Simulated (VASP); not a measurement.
## Si: single point with PBE-based screened hybrid with 50 % exact exchange

Si:

```
CELL_PARAMETERS angstrom
3.83212 0.00000 0.00000
-1.91606 3.31871 0.00000
0.00000 0.00000 6.34124
ATOMIC_POSITIONS crystal
Si 0.33333 0.66667 0.06306
Si 0.66667 0.33333 0.56306
Si 0.33333 0.66667 0.43694
Si 0.66667 0.33333 0.93694
```

This isn't the form of Si at room conditions, which is diamond.

* Program: VASP 6.6.1
* Task: single point
* Functional: PBE-based screened hybrid with 50 % exact exchange
* Potentials or basis: VASP PAW PBE potentials, release 64 (Si)
* Cutoff: 520 eV
* k mesh: 6 × 6 × 2
* Occupations: gaussian, width 0.01 eV
* Spin: no spin polarisation

```
Pressure               : -0.9 GPa
Largest force          : 0.054 eV/Å
Band gap on the k mesh : 0.89 eV (least direct gap 1.62 eV)
```

Forces on the atoms (eV/Å):
```
Si   0.000  0.000 -0.054
Si   0.000  0.000 -0.054
Si   0.000  0.000  0.054
Si   0.000  0.000  0.054
```

Stress tensor (GPa, compression positive):
```
-0.75  0.00  0.00
 0.00 -0.75  0.00
 0.00  0.00 -1.14
```

Levels at points of the mesh, in eV from the valence-band top:
| k point | band 4 | band 5 | band 6 | band 7 | band 8 | band 9 | band 10 | band 11 | band 12 | band 13 |
| --- | --- | --- | --- | --- | --- | --- | --- | --- | --- | --- |
| (0.00, 0.00, 0.00) | -1.67 | -1.67 | -0.39 | 0.00 | 0.00 | 1.62 | 2.66 | 2.66 | 3.04 | 4.46 |
| (0.50, 0.00, 0.00) | -6.67 | -5.08 | -3.35 | -3.18 | -1.58 | 0.89 | 3.01 | 3.55 | 3.84 | 5.34 |
| (0.00, 0.00, 0.50) | -4.64 | -1.01 | -1.01 | -1.01 | -1.01 | 2.47 | 2.47 | 3.71 | 3.71 | 3.71 |
| (0.50, 0.00, 0.50) | -8.11 | -2.67 | -2.67 | -2.64 | -2.64 | 1.43 | 1.43 | 2.22 | 2.22 | 6.56 |

Wall time 31 min on 1 thread of Intel Xeon 8259CL (shared host), peak memory 0.3 GiB.

Caveat: the k points lie up to 0.50 Å⁻¹ apart; the PAW data sets were made with another functional, which shifts forces and pressure a little. A k mesh can miss the band edges.
